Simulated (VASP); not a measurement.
Set up this calculation in VASP 6.6.1, as the native input.

| Quantity | Value |
| --- | --- |
| Task | single point |
| Functional | PBE |
| Potentials or basis | VASP PAW PBE potentials, release 64 (Ga_d, N) |
| Cutoff | 520 eV |
| k mesh | 10 × 10 × 10 |
| Occupations | fermi-dirac, width 0.02 eV |
| Spin | no spin polarisation |
| Dipole correction | no |
| Further INCAR settings | ALGO = Normal; EDIFF = 1e-06; NBANDS = 16 |

The structure of GaN lies in POSCAR:

```
GaN
1.0
   -0.0112447627      2.2489525415      2.2489525415
    2.2489525415     -0.0112447627      2.2489525415
    2.2377077788      2.2377077788      0.0000000000
Ga N
1 1
Direct
   -0.0007240346     -0.0007240346      0.0007240346
    0.2507240346      0.2507240346      0.2492759654
```

This cell differs from its parent crystal: shear xy strain -1.0%.

These files were run (other wordings do the same):

INCAR

```
ALGO     = Normal         # electronic algorithm
EDIFF    = 1E-6           # SCF threshold, eV
ENCUT    = 520            # plane-wave cutoff, eV
GGA      = PE             # functional
ISIF     = 2              # what is computed and relaxed
ISMEAR   = -1             # smearing method
LASPH    = True           # aspherical terms in the spheres
LCHARG   = True           # write CHGCAR
LELF     = True           # ELF
LREAL    = False          # projectors in reciprocal space
LVHAR    = True         
LWAVE    = False          # write WAVECAR
NBANDS   = 16             # bands
NELM     = 80             # most SCF steps
PREC     = Accurate       # precision mode
SIGMA    = 0.02           # smearing width, eV
```

KPOINTS

```
k-points
0
Gamma
  10 10 10
```

Potentials or basis: VASP PAW PBE potentials, release 64 (Ga_d, N).

Launch:

```sh
$ cat potpaw_PBE.64/Ga_d/POTCAR potpaw_PBE.64/N/POTCAR > POTCAR
$ mpirun -np 1 vasp_std > vasp.out
```

It gave:

The pressure is 6.3 GPa and the largest force is 0.007 eV/Å. The band gap on the k mesh is 1.73 eV.

Caveat: the cell differs from its parent crystal (shear xy strain -1.0%); the cell stands under pressure; the structure was generated, so it needn't be the stable form of GaN.

It took 16 s on 1 thread of Intel(R) Xeon(R) 6975P-C (Granite Rapids), on a shared host, peak memory 0.18 GiB.
